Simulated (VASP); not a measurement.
Here is a VASP 6.6.1 calculation.

INCAR

```
SYSTEM = KCl
PREC = Accurate
ENCUT = 520
EDIFF = 1E-7
ISMEAR = 0
SIGMA = 0.05
LREAL = .False.
LASPH = .True.
NELM = 100
ALGO = Normal
ISIF = 2
LWAVE = .False.
LCHARG = .True.
GGA = PS
LELF = .True.
LVHAR = .True.
NBANDS = 24
```

File KPOINTS:

```
regular mesh
0
Gamma
  6 6 6
  0 0 0
```

Contents of POSCAR:

```
KCl
1.0
    0.0000000000     -3.1207041401     -3.1207041401
   -3.1207041401      0.0000000000     -3.1207041401
    3.1207041401      3.1207041401     -6.2414082803
K Cl
2 2
Direct
    0.4541649412      0.5824136927      0.4918648831
    0.0946457603      0.9013160735     -0.0081351169
    0.7230829979      0.7589723340      0.7589723340
    0.2230829979      0.2589723340      0.2589723340
```

Potentials or basis: VASP PAW PBE potentials, release 64 (K_sv, Cl).

Launch:

```bash
$ cat potpaw_PBE.64/K_sv/POTCAR potpaw_PBE.64/Cl/POTCAR > POTCAR
$ mpirun -np 1 vasp_std > vasp.out
```

Problem. What does it give for the band gap on the k mesh?

Solution. 5.12 eV.

Problem. Predict the pressure.

Solution. 1.5 GPa.

Problem. Estimate the largest force.

Solution. 0.998 eV/Å.

Stress tensor (GPa, compression positive):
```
 1.97  0.59 -0.18
 0.59  2.59  0.03
-0.18  0.03 -0.01
```

Caveat: the cell differs from its parent crystal (atoms displaced along several vibrational modes); the PAW data sets were made with another functional, which shifts forces and pressure a little. A k mesh can miss the band edges.
